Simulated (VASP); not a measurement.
Runs of VASP 6.6.1 on AgCl. The structure is that of space group Cmcm (No. 63), or close to it. The cells are those of the table. 

```tsv
task	cell	gap on the mesh (eV)	pressure (GPa)	largest force (eV/Å)
electric field gradients	a = 5.883, b = 5.883, c = 3.937 Å, angles 90.0, 90.0, 142.8°, 4 atoms	0.49	(a)	0.02
single point	a = 5.902, b = 5.902, c = 3.950 Å, angles 90.0, 90.0, 142.8°, 4 atoms	0.49	0.5	0.02
electric field gradients	a = 5.824, b = 5.824, c = 3.898 Å, angles 90.0, 90.0, 142.8°, 4 atoms	0.49	2.7	0.02
electric field gradients	a = 6.039, b = 6.039, c = 3.924 Å, angles 90.0, 90.0, 142.8°, 4 atoms	0.49	(b)	0.05
electric field gradients	a = 5.978, b = 5.978, c = 4.001 Å, angles 90.0, 90.0, 142.8°, 4 atoms	0.50	-1.2	0.05
single point	a = 5.844, b = 5.844, c = 3.911 Å, angles 90.0, 90.0, 142.8°, 4 atoms	0.49	2.1	0.01
single point	a = 5.978, b = 5.978, c = 4.001 Å, angles 90.0, 90.0, 142.8°, 4 atoms	0.50	-1.2	0.05
single point	a = 5.784, b = 5.784, c = 3.871 Å, angles 90.0, 90.0, 142.8°, 4 atoms	0.49	4.0	0.04
single point	a = 5.863, b = 5.863, c = 3.924 Å, angles 90.0, 90.0, 142.8°, 4 atoms	0.49	1.6	0.01
```

Alike in all rows: level PBE; potentials or basis VASP PAW PBE potentials, release 64 (Ag, Cl); no spin polarisation; k mesh 9 × 9 × 8; cutoff (eV) 520; smearing fermi-dirac 0.03 eV.

Question: Fill in the values left out.

Answer: (a) 1.0; (b) -1.1.

Caveats: an odd mesh through Γ misses points on the zone boundary, where band edges can lie; the cell stands under pressure (at least some runs).

A k mesh can miss the band edges, and the runs leave out spin-orbit coupling on Ag.
